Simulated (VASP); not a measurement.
# MgS (F-43m) in VASP: notebook

The runs below take MgS through single point, with PBE.

All numbers are computed with VASP 6.6.1; they aren't measurements. Logs are shortened: lines on timing, memory, paths and dates and some standing lists are left out, and cuts for length are marked.

### 1 The cell of the first run

The structure is cubic, space group F-43m (No. 216). Conventional cell: a = 5.666 Å, b = 5.666 Å, c = 5.666 Å, α = 90.00°, β = 90.00°, γ = 90.00°. Mg (site symmetry -43m) has 4 S at 2.45 Å within 3.2 Å. S (site symmetry -43m) has 4 Mg at 2.45 Å within 3.2 Å.

### 2 Single point, PBE

Input file INCAR:

```
SYSTEM = MgS
  PREC = Accurate
  ENCUT = 520
  EDIFF = 1E-6
  ISMEAR = 0
  SIGMA = 0.1
  LREAL = .False.
  LASPH = .True.
  NELM = 100
  ALGO = Normal
  ISIF = 2
  LWAVE = .False.
  LCHARG = .False.
  GGA = PE
  NBANDS = 11
```

Input file KPOINTS:

```
regular mesh
0
Gamma
  6 6 6
  0 0 0
```

Input file POSCAR:

```
MgS
1.0
    0.0000000000      2.8331201100      2.8331201100
    2.8331201100      0.0000000000      2.8331201100
    2.8331201100      2.8331201100      0.0000000000
Mg S
1 1
Direct
    0.0000000000      0.0000000000      0.0000000000
    0.2500000000      0.2500000000      0.2500000000
```

Potentials or basis: VASP PAW PBE potentials, release 64 (Mg, S).

The run is started by

```
cat potpaw_PBE.64/Mg/POTCAR potpaw_PBE.64/S/POTCAR > POTCAR
mpirun -np 1 vasp_std > vasp.out
```

OUTCAR:

```text
SYSTEM = MgS
   PREC = Accurate
   ENCUT = 520
   EDIFF = 1E-6
   ISMEAR = 0
   LREAL = .False.
   LASPH = .True.
   NELM = 100
   ISIF = 2
   GGA = PE

 ion  position               nearest neighbor table
   1  0.000  0.000  0.000-   2 2.45   2 2.45   2 2.45   2 2.45
   2  0.250  0.250  0.250-   1 2.45   1 2.45   1 2.45   1 2.45

  LATTYP: Found a face centered cubic cell.
 ALAT       =     5.6662402200

  Lattice vectors:

 A1 = (   0.0000000000,   2.8331201100,   2.8331201100)
 A2 = (   2.8331201100,   0.0000000000,   2.8331201100)
 A3 = (   2.8331201100,   2.8331201100,   0.0000000000)

Analysis of symmetry for initial positions (statically):
=====================================================================
 Subroutine PRICEL returns:
 Original cell was already a primitive cell.

 Routine SETGRP: Setting up the symmetry group for a
 face centered cubic supercell.

 Subroutine GETGRP returns: Found 24 space group operations
 (whereof 24 operations were pure point group operations)
 out of a pool of 48 trial point group operations.

The static configuration has the point symmetry T_d .

Analysis of symmetry for dynamics (positions and initial velocities):
=====================================================================
 Subroutine PRICEL returns:
 Original cell was already a primitive cell.

 Routine SETGRP: Setting up the symmetry group for a
 face centered cubic supercell.

 Subroutine GETGRP returns: Found 24 space group operations
 (whereof 24 operations were pure point group operations)
 out of a pool of 48 trial point group operations.

The dynamic configuration has the point symmetry T_d .

 Subroutine INISYM returns: Found 24 space group operations
 (whereof 24 operations are pure point group operations),
 and found     1 'primitive' translations

----------------------------------------------------------------------------------------

                                     Primitive cell

  volume of cell :      45.4805

  direct lattice vectors                    reciprocal lattice vectors
     0.000000000  2.833120110  2.833120110    -0.176483870  0.176483870  0.176483870
     2.833120110  0.000000000  2.833120110     0.176483870 -0.176483870  0.176483870
     2.833120110  2.833120110  0.000000000     0.176483870  0.176483870 -0.176483870

  length of vectors
     4.006636883  4.006636883  4.006636883     0.305679029  0.305679029  0.305679029

[... 78 lines left out ...]
   ISYM   =      2    0-nonsym 1-usesym 2-fastsym
   POTIM  = 0.5000    time-step for ionic-motion
   TEBEG  =    0.0;   TEEND  =   0.0 temperature during run
   PSTRESS=    0.0 pullay stress
   NELECT =       8.0000    total number of electrons
   NUPDOWN=      -1.0000    fix difference up-down
   EMIN   =  10.00;   EMAX   =-10.00  energy-range for DOS
   EFERMI =   0.00;   METHOD = LEGACY
   ISMEAR =     0;   SIGMA  =   0.10  broadening in eV -4-tet -1-fermi 0-gaus
   EFERMI_NEDOS =   21; number of points for ismear=-14 and -15
   IALGO  =     38    algorithm
   IMIX   =      4    mixing-type and parameters
     AMIX     =   0.40;   BMIX     =  1.00
     AMIX_MAG =   1.60;   BMIX_MAG =  1.00
  volume/ion in A,a.u.               =      22.74       153.46
  Fermi-wavevector in a.u.,A,eV,Ry     =   0.917269  1.733386 11.447692  0.841382
  Thomas-Fermi vector in A             =   2.042218
   LORBIT       =      0    0 simple, 1 ext, 2 COOP (PROOUT), +10 PAW based schemes
   GGA     = PE    functional components
   LHFCALC =     F    Hartree Fock is set to
   AEXX    =    0.0000 exact exchange contribution
   IVDW    =     0    specifies the selected vdW correction
   LEPSILON=     F    determine dielectric tensor
   LRPA    =     F    only Hartree local field effects (RPA)
 non-spin polarized calculation
 Gauss-broadening in eV      SIGMA  =   0.10
  energy-cutoff  :      520.00
  volume of cell :       45.48
 maximum number of plane-waves:      1243
 NGX is ok and might be reduce to    30
   NGX = 15   NGY = 15   NGZ = 15

 number of electron       8.0000001 magnetization

 Free energy of the ion-electron system (eV)
  ---------------------------------------------------
  ext. energy  EPLUGINS =         0.00000000
  ---------------------------------------------------
  free energy    TOTEN  =        -8.47076027 eV

  energy without entropy =       -8.47076027  energy(sigma->0) =       -8.47076027

 E-fermi :   1.4783     XC(G=0):  -8.3807

 val. band max:        1.0489792659   @ k =   0.0000   0.0000   0.0000
 cond. band min:       4.4951955585   @ k =   0.0000   0.0000   0.0000
 fundamental gap:      3.4462162926
 Fermi energy:         1.4782853007

 k-point     1 :       0.0000    0.0000    0.0000
  band No.  band energies     occupation
      1     -10.2104      2.00000
      2       1.0490      2.00000
      3       1.0490      2.00000
      4       1.0490      2.00000
      5       4.4952      0.00000
      6       8.9926      0.00000
      7       8.9926      0.00000
      8       8.9926      0.00000
      9      11.8749      0.00000
     10      11.8749      0.00000
     11      14.7530      0.00000
[... 197 lines left out ...]
 k-point    16 :      -0.3333    0.5000    0.1667
  band No.  band energies     occupation
      1      -9.3083      2.00000
      2      -1.4492      2.00000
      3      -0.4995      2.00000
      4      -0.2025      2.00000
      5       6.0299      0.00000
      6       7.8868      0.00000
      7      10.4321      0.00000
      8      10.4397      0.00000
      9      13.5566      0.00000
     10      14.8840      0.00000
     11      14.8925      0.00000

------------------------ aborting loop because EDIFF is reached ----------------------------------------

  FORCE on cell =-STRESS in cart. coord.  units (eV):
  Direction    XX          YY          ZZ          XY          YZ          ZX
  --------------------------------------------------------------------------------------
  -------------------------------------------------------------------------------------
  Total        0.2256497      0.2256497      0.2256497      0.0000000      0.0000000      0.0000000
  in kB        7.9491452      7.9491452      7.9491452      0.0000000      0.0000000      0.0000000
  external PRESSURE =       7.9491452 kB  Pullay stress =       0.0000000 kB

 VOLUME and BASIS-vectors are now :
 -----------------------------------------------------------------------------
  energy-cutoff  :      520.00
  volume of cell :       45.48
      direct lattice vectors                 reciprocal lattice vectors
     0.000000000  2.833120110  2.833120110    -0.176483870  0.176483870  0.176483870
     2.833120110  0.000000000  2.833120110     0.176483870 -0.176483870  0.176483870
     2.833120110  2.833120110  0.000000000     0.176483870  0.176483870 -0.176483870

 POSITION                                       TOTAL-FORCE (eV/Angst)
 -----------------------------------------------------------------------------------
      0.00000      0.00000      0.00000         0.000000      0.000000      0.000000
      1.41656      1.41656      1.41656        -0.000000     -0.000000     -0.000000
 -----------------------------------------------------------------------------------
    total drift:                                0.000000      0.000000      0.000000

  FREE ENERGIE OF THE ION-ELECTRON SYSTEM (eV)
  ---------------------------------------------------
  free  energy   TOTEN  =        -8.4707602688 eV

  energy  without entropy=       -8.4707602688  energy(sigma->0) =       -8.47076027
```

OSZICAR:

```text
N       E                     dE             d eps       ncg     rms          rms(c)
DAV:   1     0.251947695829E+02    0.25195E+02   -0.34826E+03   360   0.577E+02
DAV:   2    -0.697757939776E+01   -0.32172E+02   -0.31214E+02   419   0.100E+02
DAV:   3    -0.897286900438E+01   -0.19953E+01   -0.19922E+01   424   0.265E+01
DAV:   4    -0.898873201681E+01   -0.15863E-01   -0.15862E-01   434   0.290E+00
DAV:   5    -0.898891012397E+01   -0.17811E-03   -0.17811E-03   435   0.301E-01    0.404E+00
DAV:   6    -0.849826787790E+01    0.49064E+00   -0.12317E+00   370   0.412E+00    0.310E+00
DAV:   7    -0.846374323591E+01    0.34525E-01   -0.26866E-01   412   0.211E+00    0.242E+00
DAV:   8    -0.847138865027E+01   -0.76454E-02   -0.23174E-02   382   0.921E-01    0.135E+00
DAV:   9    -0.847054321350E+01    0.84544E-03   -0.23038E-03   394   0.239E-01    0.439E-01
DAV:  10    -0.847075354687E+01   -0.21033E-03   -0.66051E-04   409   0.120E-01    0.898E-02
DAV:  11    -0.847075880219E+01   -0.52553E-05   -0.53795E-05   421   0.298E-02    0.541E-02
DAV:  12    -0.847076028335E+01   -0.14812E-05   -0.67862E-06   394   0.129E-02    0.659E-03
DAV:  13    -0.847076026879E+01    0.14561E-07   -0.28979E-07   355   0.275E-03
   1 F= -.84707603E+01 E0= -.84707603E+01  d E =-.776960E-11
```

It took 4.7 s on 1 thread of Intel Xeon 6975P-C (Granite Rapids), shared host; peak memory 0.16 GiB.

Results:

```
Free energy            : -8.4708 eV
Pressure               : 0.8 GPa
Band gap on the k mesh : 3.45 eV
```

A k mesh can miss the band edges.

### 3 Single point, PBE

This run uses another cell than the first one, of 23.12 Å³/atom.

Input file INCAR:

```
PREC = Accurate
ENCUT = 520
EDIFF = 1E-6
ISMEAR = 0
SIGMA = 0.02
LREAL = False
LASPH = True
NELM = 60
ALGO = Normal
ISIF = 2
LWAVE = False
LCHARG = False
GGA = PE
NBANDS = 11
```

Input file KPOINTS:

```
Automatic mesh
0
Gamma
  8 8 8
```

Input file POSCAR:

```
MgS
1.0
    0.0000000000      2.8486070147      2.8486070147
    2.8486070147      0.0000000000      2.8486070147
    2.8486070147      2.8486070147      0.0000000000
Mg S
1 1
Direct
    0.0000000000      0.0000000000      0.0000000000
    0.2500000000      0.2500000000      0.2500000000
```

Potentials or basis: VASP PAW PBE potentials, release 64 (Mg, S).

The run is started by

```
cat potpaw_PBE.64/Mg/POTCAR potpaw_PBE.64/S/POTCAR > POTCAR
mpirun -np 1 vasp_std > vasp.out
```

Run time: 7.1 s. Hardware: 1 thread of Intel Xeon 6975P-C (Granite Rapids), shared host; peak memory 0.17 GiB.

The run converged. Its results:

| Quantity | Value |
| --- | --- |
| Free energy | -8.4729 eV |
| Pressure | -0.1 GPa |
| Band gap on the k mesh | 3.37 eV |

Levels at points of the mesh, in eV from the valence-band top:
```tsv
k point	band 2	band 3	band 4	band 5	band 6	band 7
(0.00, 0.00, 0.00)	0.00	0.00	0.00	3.37	7.90	7.90
(0.50, 0.00, 0.00)	-3.06	-0.32	-0.32	5.05	7.61	7.61
(0.50, 0.50, 0.00)	-2.76	-1.01	-1.01	3.90	5.62	10.98
```

### 4 Single point, PBE

This run uses another cell than the first one, of 23.12 Å³/atom.

Input file INCAR:

```
SYSTEM = MgS
ALGO     = Normal         ! electronic algorithm
EDIFF    = 1E-7           ! SCF threshold, eV
ENCUT    = 520            ! plane-wave cutoff, eV
GGA      = PE             ! functional
ISIF     = 2              ! what is computed and relaxed
ISMEAR   = 0              ! smearing method
LASPH    = .True.         ! aspherical terms in the spheres
LCHARG   = .False.        ! write CHGCAR
LREAL    = .False.        ! projectors in reciprocal space
LWAVE    = .False.        ! write WAVECAR
NBANDS   = 11             ! bands
NELM     = 60             ! most SCF steps
PREC     = Accurate       ! precision mode
SIGMA    = 0.02           ! smearing width, eV
```

Input file KPOINTS:

```
k-points
0
Gamma
  8 8 8
  0 0 0
```

POSCAR is that of step 3.

The run is started by

```
cat potpaw_PBE.64/Mg/POTCAR potpaw_PBE.64/S/POTCAR > POTCAR
mpirun -np 1 vasp_std > vasp.out
```

It took 7.5 s on 1 thread of Intel Xeon 6975P-C (Granite Rapids), shared host; peak memory 0.16 GiB.

The run converged. Its results:

- Free energy: -8.4729 eV
- Pressure: -0.1 GPa
- Band gap on the k mesh: 3.37 eV

Levels at points of the mesh, in eV from the valence-band top:
```csv
k point,band 1,band 2,band 3,band 4,band 5,band 6,band 7,band 8
"(0.00, 0.00, 0.00)",-11.21,0.00,0.00,0.00,3.37,7.90,7.90,7.90
"(0.50, 0.00, 0.00)",-10.55,-3.06,-0.32,-0.32,5.05,7.61,7.61,8.52
"(0.50, 0.50, 0.00)",-10.34,-2.76,-1.01,-1.01,3.90,5.62,10.98,12.14
```
